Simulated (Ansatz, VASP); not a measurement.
## LiLuC: VASP beside Ansatz

```
CELL_PARAMETERS angstrom
3.40529 0.00000 0.00000
0.00000 3.40529 0.00000
0.00000 0.00000 4.26234
ATOMIC_POSITIONS crystal
Li 0.50000 0.50000 0.50000
Lu 0.00000 0.00000 0.00000
C 0.50000 0.50000 0.00000
```

Change from the starting cell: species swapped into the TbCoC type (Pmmm, No. 47).

Alike in both runs: task relaxation of cell and atoms; functional PBE; k mesh 14 × 14 × 12; occupations gaussian, width 0.1 eV; no spin polarisation.

|  | VASP | Ansatz |
| --- | --- | --- |
| version | VASP 6.6.1 | Ansatz 0.2.0 |
| potentials or method | VASP PAW PBE potentials, release 64 (Li_sv, Lu, C), cutoff 600 eV | scalar-relativistic, plane waves, PAW |
| valence electrons in the cell | 32 | 32 |

```csv
,VASP,Ansatz,Ansatz less VASP
"gap on the k mesh at the Fermi level, each at its own relaxed structure (eV)",none,none,-
relaxed volume (Å³/atom),16.53,16.48,-0.048
relaxed length of the cell vector where the two differ most in proportion (Å),3.411,3.406,-0.0044
```

A gap of «none» marks a metal or a gap that the smearing closes.

Spin-orbit coupling is off throughout. Noted on VASP's run: the cutoff is under 1.25 times that of the potentials, so the pressure is a little rough.
